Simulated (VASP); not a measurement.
# Cu in VASP: a series of runs, part 2 of 2

VASP 6.6.1. The steps go on from the part before.

## (3) Single point, PBEsol

Input file INCAR:

```
PREC = Accurate
ENCUT = 520
EDIFF = 1E-6
ISMEAR = 1
SIGMA = 0.1
LREAL = F
LASPH = T
NELM = 60
ALGO = Normal
ISIF = 2
LWAVE = F
LCHARG = F
GGA = PS
NBANDS = 30
```

Input file KPOINTS:

```
Automatic mesh
0
Gamma
  10 10 3
```

Input file POSCAR:

```
Cu
1.0
    2.5307640300      0.0000000000      0.0000000000
   -1.2653820100      2.1917059400      0.0000000000
    0.0000000000      0.0000000000      8.2618150800
Cu
4
Direct
    0.0000000000      0.0000000000      0.0000000000
    0.3333333296      0.6666666697      0.2500000000
    0.0000000000      0.0000000000      0.5000000000
    0.6438533911      0.2877067715      0.7500000000
```

Potentials or basis: VASP PAW PBE potentials, release 64 (Cu).

The run is started by

```console
$ cat potpaw_PBE.64/Cu/POTCAR > POTCAR
$ mpirun -np 1 vasp_std > vasp.out
```

It took 2.3 min on 1 thread of Intel Xeon 8259CL, shared host; peak memory 0.2 GiB.

Results (log left out):

```
Free energy            : -17.1840 eV
Pressure               : -1.0 GPa
Largest force          : 0.130 eV/Å
Band gap on the k mesh : zero (bands 22 and 23 overlap by 4.85 eV)
```

Forces in eV/Å, atoms in the order of the input:
```
Cu   0.000 -0.059  0.014
Cu   0.000 -0.011  0.000
Cu   0.000 -0.059 -0.014
Cu   0.000  0.130  0.000
```

Stress tensor (GPa, compression positive):
```
 0.08  0.00  0.00
 0.00 -1.59  0.00
 0.00  0.00 -1.44
```

Levels at points of the mesh, in eV from the Fermi level:
```
           k point  band 19  band 20  band 21  band 22  band 23  band 24  band 25  band 26
(0.00, 0.00, 0.00)    -2.12    -1.99    -1.97    -1.72    -1.64    -1.11     3.92    12.70
(0.50, 0.00, 0.00)    -1.54    -1.51    -0.62     0.30     0.95     1.49     4.79     4.82
(0.00, 0.50, 0.00)    -1.53    -1.53    -0.77     0.48     1.01     1.73     4.58     4.59
```

Caveat: the PAW data sets were made with another functional, which shifts forces and pressure a little.

## (4) Single point, PBEsol

Input file INCAR:

```
SYSTEM = Cu
PREC = Accurate ; ENCUT = 520
EDIFF = 1E-7 ; ISMEAR = 1
SIGMA = 0.1 ; LREAL = .False.
LASPH = .True. ; NELM = 60
ALGO = Normal ; ISIF = 2
LWAVE = .False. ; LCHARG = .True.
GGA = PS ; LELF = .True.
LVHAR = .True. ; NBANDS = 30
```

Input file KPOINTS:

```
Automatic mesh
0
Gamma
  10 10 3
  0 0 0
```

POSCAR, as its differences from that of step 3:

```diff
@@ -11,2 +11,2 @@
     0.0000000000      0.0000000000      0.5000000000
-    0.6438533911      0.2877067715      0.7500000000
+    0.6552600308      0.3105200509      0.7500000000
```

The run is started by

```console
$ cat potpaw_PBE.64/Cu/POTCAR > POTCAR
$ mpirun -np 1 vasp_std > vasp.out
```

Wall time 2.3 min (1 thread of Intel Xeon 8259CL, shared host); peak memory 0.2 GiB.

It converged, with:

```yaml
Free_energy: -17.1890 eV
Pressure: -1.0 GPa
Largest_force: 0.069 eV/Å
Band_gap_on_the_k_mesh: zero (bands 22 and 23 overlap by 4.83 eV)
```

Forces on the atoms (eV/Å):
```
Cu   0.000 -0.032  0.004
Cu   0.000 -0.006  0.000
Cu   0.000 -0.032 -0.004
Cu   0.000  0.069  0.000
```

Stress tensor (GPa, compression positive):
```
-0.34  0.00  0.00
 0.00 -1.18  0.00
 0.00  0.00 -1.61
```

Levels at points of the mesh, in eV from the Fermi level:
| k point | band 18 | band 19 | band 20 | band 21 | band 22 | band 23 | band 24 | band 25 | band 26 | band 27 |
| --- | --- | --- | --- | --- | --- | --- | --- | --- | --- | --- |
| (0.00, 0.00, 0.00) | -2.14 | -2.13 | -1.99 | -1.97 | -1.70 | -1.66 | -1.11 | 3.91 | 12.70 | 12.70 |
| (0.50, 0.00, 0.00) | -1.55 | -1.54 | -1.52 | -0.65 | 0.32 | 0.97 | 1.52 | 4.76 | 4.78 | 8.68 |
| (0.00, 0.50, 0.00) | -1.54 | -1.54 | -1.52 | -0.73 | 0.41 | 1.00 | 1.64 | 4.65 | 4.67 | 8.53 |

Caveat: the PAW data sets were made with another functional, which shifts forces and pressure a little.

## (5) Single point, PBEsol

Input file INCAR:

```
SYSTEM = Cu
PREC = Accurate
ENCUT = 520
EDIFF = 1E-7
ISMEAR = 1
SIGMA = 0.1
LREAL = .False.
LASPH = .True.
NELM = 60
ALGO = Normal
ISIF = 2
LWAVE = .False.
LCHARG = .False.
GGA = PS
NBANDS = 30
```

KPOINTS is that of step 4.

POSCAR, as its differences from that of step 4:

```diff
@@ -11,2 +11,2 @@
     0.0000000000      0.0000000000      0.5000000000
-    0.6552600308      0.3105200509      0.7500000000
+    0.6780733101      0.3561466097      0.7500000000
```

The run is started by

```console
$ cat potpaw_PBE.64/Cu/POTCAR > POTCAR
$ mpirun -np 1 vasp_std > vasp.out
```

It took 2.6 min on 1 thread of Intel Xeon 8259CL, shared host; peak memory 0.2 GiB.

The run converged. Its results:

| Quantity | Value |
| --- | --- |
| Free energy | -17.1888 eV |
| Pressure | -1.0 GPa |
| Largest force | 0.080 eV/Å |
| Band gap on the k mesh | zero (bands 22 and 23 overlap by 4.84 eV) |

Forces in eV/Å, atoms in the order of the input:
```
Cu   0.000  0.037  0.004
Cu   0.000  0.006  0.000
Cu   0.000  0.037 -0.004
Cu   0.000 -0.080  0.000
```

Stress tensor (GPa, compression positive):
```
-1.17  0.00  0.00
 0.00 -0.34  0.00
 0.00  0.00 -1.60
```

Levels at points of the mesh, in eV from the Fermi level:
| k point | band 20 | band 21 | band 22 | band 23 | band 24 | band 25 |
| --- | --- | --- | --- | --- | --- | --- |
| (0.00, 0.00, 0.00) | -1.99 | -1.97 | -1.70 | -1.66 | -1.11 | 3.91 |
| (0.50, 0.00, 0.00) | -1.51 | -0.71 | 0.38 | 0.99 | 1.60 | 4.69 |
| (0.00, 0.50, 0.00) | -1.52 | -0.62 | 0.29 | 0.95 | 1.49 | 4.79 |

Caveat: the PAW data sets were made with another functional, which shifts forces and pressure a little.

## (6) Single point, PBEsol

Input file INCAR:

```
SYSTEM = Cu
  PREC = Accurate
  ENCUT = 520
  EDIFF = 1E-6
  ISMEAR = 1
  SIGMA = 0.1
  LREAL = .FALSE.
  LASPH = .TRUE.
  NELM = 60
  ALGO = Normal
  ISIF = 2
  LWAVE = .FALSE.
  LCHARG = .TRUE.
  GGA = PS
  LELF = .TRUE.
  LVHAR = .TRUE.
  NBANDS = 30
```

Input file KPOINTS:

```
regular mesh
0
G
  10 10 3
  0 0 0
```

POSCAR, as its differences from that of step 5:

```diff
@@ -11,2 +11,2 @@
     0.0000000000      0.0000000000      0.5000000000
-    0.6780733101      0.3561466097      0.7500000000
+    0.6894799497      0.3789598891      0.7500000000
```

Potentials or basis: VASP PAW PBE potentials, release 64 (Cu).

The run is started by

```console
$ cat potpaw_PBE.64/Cu/POTCAR > POTCAR
$ mpirun -np 1 vasp_std > vasp.out
```

It took 92 s on 1 thread of Intel Xeon 8259CL, shared host; peak memory 0.2 GiB.

It converged, with:

```
Free energy            : -17.1827 eV
Pressure               : -1.0 GPa
Largest force          : 0.169 eV/Å
Band gap on the k mesh : zero (bands 22 and 23 overlap by 4.86 eV)
```

Forces on the atoms (eV/Å):
```
Cu   0.000  0.079  0.016
Cu   0.000  0.011  0.000
Cu   0.000  0.079 -0.016
Cu   0.000 -0.169  0.000
```

Stress tensor (GPa, compression positive):
```
-1.58  0.00  0.00
 0.00  0.01  0.00
 0.00  0.00 -1.41
```

Levels at points of the mesh, in eV from the Fermi level:
```
           k point  band 19  band 20  band 21  band 22  band 23  band 24  band 25  band 26
(0.00, 0.00, 0.00)    -2.12    -1.99    -1.97    -1.72    -1.64    -1.11     3.92    12.70
(0.50, 0.00, 0.00)    -1.54    -1.51    -0.73     0.41     1.00     1.64     4.65     4.67
(0.00, 0.50, 0.00)    -1.53    -1.53    -0.56     0.25     0.91     1.44     4.85     4.88
```

Caveat: the PAW data sets were made with another functional, which shifts forces and pressure a little.

## (7) The runs side by side

| cell | gap on the mesh (eV) | pressure (GPa) | largest force (eV/Å) |
| --- | --- | --- | --- |
| as given, atomic positions A | none | -1.1 | - |
| as given, atomic positions B | none | -1.0 | 0.13 |
| as given, atomic positions C | none | -1.0 | 0.07 |
| as given, atomic positions D | none | -1.0 | 0.08 |
| as given, atomic positions E | none | -1.0 | 0.17 |

Alike in all rows: task single point; level PBEsol; potentials or basis VASP PAW PBE potentials, release 64 (Cu); no spin polarisation; k mesh 10 × 10 × 3; cutoff (eV) 520; smearing methfessel-paxton 0.1 eV.

Caveats: the PAW data sets were made with another functional, which shifts forces and pressure a little.

Absolute energies hang on the potentials; compare differences alone.
